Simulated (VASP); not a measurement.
# Sb (P6_3/mmc) in VASP: further runs

Sb is run at these levels: LDA; tasks: density of states.

Program: VASP 6.6.1. These are calculated values, not measurements. Logs are shortened: lines on timing, memory, paths and dates and some standing lists are left out, and cuts for length are marked.

### Step 1. The cell of the first run

The structure is hexagonal, space group P6_3/mmc (No. 194). The conventional cell has a = 2.537 Å, b = 2.537 Å, c = 3.961 Å, α = 90.00°, β = 90.00°, γ = 120.00°. Within 3.3 Å of Sb (site symmetry -6m2) lie 12 Sb at 2.46 to 2.54 Å.

### Step 2. Density of states, LDA (volume scaled by 0.43)

The input, POSCAR:

```
Sb
1.0
    2.5372765848      0.0000000000      0.0000000000
   -1.2686382924      2.1973459788      0.0000000000
    0.0000000000      0.0000000000      3.9605320719
Sb
2
Direct
    0.3333333333      0.6666666667      0.2500000000
    0.6666666667      0.3333333333      0.7500000000
```

The input, INCAR.step1:

```
ALGO = Normal
EDIFF = 1E-6
ENCUT = 520
ISIF = 2
ISMEAR = -1
LASPH = True
LCHARG = True
LREAL = False
LWAVE = False
NBANDS = 12
NELM = 60
PREC = Accurate
SIGMA = 0.05
```

The input, KPOINTS.step1:

```
k-points
0
Gamma
  14 14 8
```

The input, INCAR.step2:

```
ALGO = Normal
EDIFF = 1E-6
ENCUT = 520
ICHARG = 11
ISIF = 2
ISMEAR = -5
LASPH = True
LCHARG = False
LORBIT = 11
LREAL = False
LWAVE = False
NEDOS = 1001
NELM = 60
PREC = Accurate
SIGMA = 0.05
```

The input, KPOINTS.step2:

```
k-points
0
Gamma
  21 21 12
```

Potentials or basis: VASP PAW LDA potentials, release 64 (Sb).

On the command line:

```bash
$ cat potpaw_LDA.64/Sb/POTCAR > POTCAR
$ cp INCAR.step1 INCAR
$ cp KPOINTS.step1 KPOINTS
$ mpirun -np 1 vasp_std > vasp.out
$ cp INCAR.step2 INCAR
$ cp KPOINTS.step2 KPOINTS
$ mpirun -np 1 vasp_std > vasp.out
```

OUTCAR:

```text
EDIFF = 1E-6
   ENCUT = 520
   ICHARG = 11
   ISIF = 2
   ISMEAR = -5
   LASPH = True
   LORBIT = 11
   LREAL = False
   NELM = 60
   PREC = Accurate

 ion  position               nearest neighbor table
   1  0.333  0.667  0.250-   2 2.46   2 2.46   2 2.46   2 2.46   2 2.46   2 2.46   2 3.54   2 3.54
                             2 3.54   2 3.54   2 3.54   2 3.54
   2  0.667  0.333  0.750-   1 2.46   1 2.46   1 2.46   1 2.46   1 2.46   1 2.46   1 3.54   1 3.54
                             1 3.54   1 3.54   1 3.54   1 3.54

  LATTYP: Found a hexagonal cell.
 ALAT       =     2.5372765848
 C/A-ratio  =     1.5609382499

  Lattice vectors:

 A1 = (   2.5372765848,   0.0000000000,   0.0000000000)
 A2 = (  -1.2686382924,   2.1973459788,   0.0000000000)
 A3 = (   0.0000000000,   0.0000000000,   3.9605320719)

Analysis of symmetry for initial positions (statically):
=====================================================================
 Subroutine PRICEL returns:
 Original cell was already a primitive cell.

 Routine SETGRP: Setting up the symmetry group for a
 hexagonal supercell.

 Subroutine GETGRP returns: Found 24 space group operations
 (whereof 12 operations were pure point group operations)
 out of a pool of 24 trial point group operations.

The static configuration has the point symmetry D_3d.
 The point group associated with its full space group is D_6h.

Analysis of symmetry for dynamics (positions and initial velocities):
=====================================================================
 Subroutine PRICEL returns:
 Original cell was already a primitive cell.

 Routine SETGRP: Setting up the symmetry group for a
 hexagonal supercell.

 Subroutine GETGRP returns: Found 24 space group operations
 (whereof 12 operations were pure point group operations)
 out of a pool of 24 trial point group operations.

The dynamic configuration has the point symmetry D_3d.
 The point group associated with its full space group is D_6h.

 Subroutine INISYM returns: Found 24 space group operations
 (whereof 12 operations are pure point group operations),
 and found     1 'primitive' translations

----------------------------------------------------------------------------------------

                                     Primitive cell

  volume of cell :      22.0811

  direct lattice vectors                    reciprocal lattice vectors
     2.537276585  0.000000000  0.000000000     0.394123371  0.227547234  0.000000000
    -1.268638292  2.197345979  0.000000000     0.000000000  0.455094468  0.000000000
     0.000000000  0.000000000  3.960532072     0.000000000  0.000000000  0.252491327

  length of vectors
     2.537276585  2.537276585  3.960532072     0.455094468  0.455094468  0.252491327

  position of ions in fractional coordinates (direct lattice)
     0.333333333  0.666666667  0.250000000
     0.666666667  0.333333333  0.750000000

  ion indices of the primitive-cell ions
   primitive index   ion index
                 1           1
                 2           2

----------------------------------------------------------------------------------------

 KPOINTS: k-points

Automatic generation of k-mesh.
 Grid dimensions read from file:
 generate k-points for:   21   21   12

 Generating k-lattice:

  Cartesian coordinates                     Fractional coordinates (reciprocal lattice)
     0.018767780  0.010835583  0.000000000     0.047619048  0.000000000  0.000000000
     0.000000000  0.021671165  0.000000000     0.000000000  0.047619048  0.000000000
     0.000000000  0.000000000  0.021040944     0.000000000  0.000000000  0.083333333

  Length of vectors
     0.021671165  0.021671165  0.021040944

  Shift w.r.t. Gamma in fractional coordinates (k-lattice)
     0.000000000  0.000000000  0.000000000

 TETIRR: Found   5376 inequivalent tetrahedra from    31752

 Subroutine IBZKPT returns following result:
 ===========================================

 Found    336 irreducible k-points:

 Following reciprocal coordinates:
            Coordinates               Weight
  0.000000  0.000000  0.000000      1.000000
  0.047619  0.000000  0.000000      6.000000
  0.095238  0.000000  0.000000      6.000000
  0.142857  0.000000  0.000000      6.000000
  0.190476  0.000000  0.000000      6.000000
  0.238095  0.000000  0.000000      6.000000
[... 16 lines left out ...]
  0.142857  0.095238  0.000000     12.000000
  0.190476  0.095238  0.000000     12.000000
 [... further k-points ...]
   k-points           NKPTS =    336   k-points in BZ     NKDIM =    336   number of bands    NBANDS=      9
   number of dos      NEDOS =   1001   number of ions     NIONS =      2
   total plane-waves  NPLWV =  12000
   dimension x,y,z NGX =    20 NGY =   20 NGZ =   30
   dimension x,y,z NGXF=    40 NGYF=   40 NGZF=   60
   ions per type =               2
   NGX,Y,Z   is equivalent  to a cutoff of  13.10, 13.10, 12.59 a.u.
   NGXF,Y,Z  is equivalent  to a cutoff of  26.21, 26.21, 25.19 a.u.
 SYSTEM =  unknown system
   PREC   = accura    normal or accurate (medium, high low for compatibility)
   ISTART =      0    job   : 0-new  1-cont  2-samecut
   ICHARG =     11    charge: 1-file 2-atom 10-const
   ISPIN  =      1    spin polarized calculation?
   LNONCOLLINEAR =      F non collinear calculations
   LSORBIT =      F    spin-orbit coupling
   LASPH  =      T    aspherical Exc in radial PAW
   ENCUT  =  520.0 eV  38.22 Ry    6.18 a.u.   4.72  4.72  7.36*2*pi/ulx,y,z
   NELM   =     60;   NELMIN=  2; NELMDL=  0     # of ELM steps
   EDIFF  = 0.1E-05   stopping-criterion for ELM
   LREAL  =      F    real-space projection
   EDIFFG = 0.1E-04   stopping-criterion for IOM
   NSW    =      0    number of steps for IOM
   IBRION =     -1    ionic relax: 0-MD 1-quasi-New 2-CG
   NFREE  =      0    steps in history (QN), initial steepest desc. (CG)
   ISIF   =      2    stress and relaxation
   ISYM   =      2    0-nonsym 1-usesym 2-fastsym
   POTIM  = 0.5000    time-step for ionic-motion
   TEBEG  =    0.0;   TEEND  =   0.0 temperature during run
   PSTRESS=    0.0 pullay stress
   NELECT =      10.0000    total number of electrons
   NUPDOWN=      -1.0000    fix difference up-down
   EMIN   =  10.00;   EMAX   =-10.00  energy-range for DOS
   EFERMI =   0.00;   METHOD = LEGACY
   ISMEAR =    -5;   SIGMA  =   0.05  broadening in eV -4-tet -1-fermi 0-gaus
   EFERMI_NEDOS =   21; number of points for ismear=-14 and -15
   IALGO  =     38    algorithm
   IMIX   =      4    mixing-type and parameters
     AMIX     =   0.40;   BMIX     =  1.00
     AMIX_MAG =   1.60;   BMIX_MAG =  1.00
  volume/ion in A,a.u.               =      11.04        74.51
  Fermi-wavevector in a.u.,A,eV,Ry     =   1.257192  2.375748 21.504436  1.580531
  Thomas-Fermi vector in A             =   2.390863
   LORBIT       =     11    0 simple, 1 ext, 2 COOP (PROOUT), +10 PAW based schemes
   GGA     = CA    functional components
   LHFCALC =     F    Hartree Fock is set to
   AEXX    =    0.0000 exact exchange contribution
   IVDW    =     0    specifies the selected vdW correction
   LEPSILON=     F    determine dielectric tensor
   LRPA    =     F    only Hartree local field effects (RPA)
 non-spin polarized calculation
 Fermi weights with tetrahedron method with Bloechl corrections
  energy-cutoff  :      520.00
  volume of cell :       22.08
 maximum number of plane-waves:       614
 NGX is ok and might be reduce to    20

 number of electron      10.0000001 magnetization

 Free energy of the ion-electron system (eV)
  ---------------------------------------------------
  ext. energy  EPLUGINS =         0.00000000
  ---------------------------------------------------
  free energy    TOTEN  =         8.85797822 eV

  energy without entropy =        8.85797822  energy(sigma->0) =        8.85797822

 E-fermi :  26.8560     XC(G=0): -14.6448

 val. band max:       27.4104545558   @ k =   0.1429   0.1429   0.5000
 cond. band min:      26.6832204088   @ k =   0.4286   0.0952   0.5000
 fundamental gap:     -0.7272341470
 Fermi energy:        26.8559870398

 k-point     1 :       0.0000    0.0000    0.0000
  band No.  band energies     occupation
      1       2.3678      2.00000
      2      12.7168      2.00000
      3      15.0054      2.00000
      4      33.5121      0.00000
      5      34.2229      0.00000
      6      34.2229      0.00000
      7      35.6390      0.00000
      8      36.3657      0.00000
      9      36.3657      0.00000

 k-point     2 :       0.0476    0.0000    0.0000
  band No.  band energies     occupation
      1       2.4490      2.00000
      2      12.8197      2.00000
      3      15.0619      2.00000
      4      32.6248      0.00000
      5      33.5619      0.00000
      6      33.5647      0.00000
      7      36.0746      0.00000
      8      36.8738      0.00000
      9      36.9943      0.00000

 k-point     3 :       0.0952    0.0000    0.0000
  band No.  band energies     occupation
      1       2.6932      2.00000
      2      13.1268      2.00000
      3      15.2328      2.00000
      4      30.5016      0.00000
      5      32.3845      0.00000
      6      33.2028      0.00000
      7      36.5254      0.00000
      8      36.6961      0.00000
      9      38.0565      0.00000
[... 229 lines left out ...]
 k-point    23 :       0.1429    0.0952    0.0000
  band No.  band energies     occupation
      1       3.9244      2.00000
      2      14.6192      2.00000
      3      16.1164      2.00000
      4      25.9316      1.95023
      5      27.3186      0.28701
      6      34.0684      0.00000
      7      34.4361      0.00000
      8      34.9684      0.00000
      9      35.7622      0.00000

 k-point    24 :       0.1905    0.0952    0.0000
  band No.  band energies     occupation
      1       4.6699      2.00000
      2      15.4799      2.00000
      3      16.6640      2.00000
      4      23.5814      2.00000
      5      26.3639      1.57145
      6      32.4646      0.00000
      7      33.1562      0.00000
      8      34.2890      0.00000
      9      35.5287      0.00000

 [... further k-points ...]

------------------------ aborting loop because EDIFF is reached ----------------------------------------

  FORCE on cell =-STRESS in cart. coord.  units (eV):
  Direction    XX          YY          ZZ          XY          YZ          ZX
  --------------------------------------------------------------------------------------
  -------------------------------------------------------------------------------------
  Total       60.1024051     60.1024051     61.2570455      0.0000000      0.0000000      0.0000000
  in kB     4360.9654356   4360.9654353   4444.7448930      0.0000000      0.0000000      0.0000000
  external PRESSURE =    4388.8919213 kB  Pullay stress =       0.0000000 kB

 VOLUME and BASIS-vectors are now :
 -----------------------------------------------------------------------------
  energy-cutoff  :      520.00
  volume of cell :       22.08
      direct lattice vectors                 reciprocal lattice vectors
     2.537276585  0.000000000  0.000000000     0.394123371  0.227547234  0.000000000
    -1.268638292  2.197345979  0.000000000     0.000000000  0.455094468  0.000000000
     0.000000000  0.000000000  3.960532072     0.000000000  0.000000000  0.252491327

 POSITION                                       TOTAL-FORCE (eV/Angst)
 -----------------------------------------------------------------------------------
     -0.00000      1.46490      0.99013         0.000000      0.000000      0.000000
      1.26864      0.73245      2.97040        -0.000000     -0.000000      0.000000
 -----------------------------------------------------------------------------------
    total drift:                                0.000000     -0.000000      0.000000

  FREE ENERGIE OF THE ION-ELECTRON SYSTEM (eV)
  ---------------------------------------------------
  free  energy   TOTEN  =         8.8579782229 eV

  energy  without entropy=        8.8579782229  energy(sigma->0) =        8.85797822

 total charge

# of ion       s       p       d       tot
------------------------------------------
    1        1.315   1.829   0.403   3.547
    2        1.315   1.829   0.403   3.547
--------------------------------------------------
tot          2.629   3.658   0.806   7.094
```

Run time: 43 s. Hardware: 1 thread of Intel Xeon 6975P-C, shared host; peak memory 0.18 GiB.

Results:

| Quantity | Value |
| --- | --- |
| Valence electrons inside the program's atomic spheres | Sb 3.55 |

Caveat: spin-orbit coupling is left out, which moves the levels of the heavy elements; tetrahedron occupations give inexact forces and stress in metals.

[end of part 1 of 2]
